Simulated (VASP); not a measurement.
Write the native input for VASP 6.6.1 that does the following.

```yaml
Task: single point
Functional: PBE
Potentials_or_basis: VASP PAW PBE potentials, release 64 (Sn_d, Te)
Cutoff: 520 eV
k_mesh: 4 × 4 × 4
Occupations: fermi-dirac, width 0.05 eV
Spin: no spin polarisation
Dipole_correction: no
Further_INCAR_settings: ALGO = Normal; EDIFF = 1e-07; NBANDS = 24
```

The structure of SnTe3 lies in POSCAR:

```
SnTe3
1.0
    0.0000000000      3.9858606274      3.9858606274
    3.9858606274      0.0000000000      3.9858606274
    3.9858606274      3.9858606274      0.0000000000
Sn Te
1 3
Direct
    0.0000000000      0.0000000000      0.0000000000
    0.2500000000      0.2500000000      0.2500000000
    0.7500000000      0.7500000000      0.7500000000
    0.5000000000      0.5000000000      0.5000000000
```

These files were run (other wordings do the same):

INCAR

```
SYSTEM = SnTe3
  PREC = Accurate
  ENCUT = 520
  EDIFF = 1E-7
  ISMEAR = -1
  SIGMA = 0.05
  LREAL = .False.
  LASPH = .True.
  NELM = 100
  ALGO = Normal
  ISIF = 2
  LWAVE = .False.
  LCHARG = .False.
  GGA = PE
  NBANDS = 24
```

KPOINTS

```
Automatic mesh
0
Gamma
  4 4 4
  0 0 0
```

Potentials or basis: VASP PAW PBE potentials, release 64 (Sn_d, Te).

Command:

```sh
$ cat potpaw_PBE.64/Sn_d/POTCAR potpaw_PBE.64/Te/POTCAR > POTCAR
$ mpirun -np 1 vasp_std > vasp.out
```

Results of the run:

| Item | Value |
| --- | --- |
| Pressure | -3.5 GPa |
| Band gap on the k mesh | zero (band 16 reaches 6.87 eV, above the bottom of band 17 at 4.94 eV) |

Caveat: spin-orbit coupling is left out, which moves the levels of the heavy elements.

It took 31 s on 1 thread of AMD EPYC 7R43 64-Core Processor (Zen 3), on a shared host, peak memory 0.22 GiB.
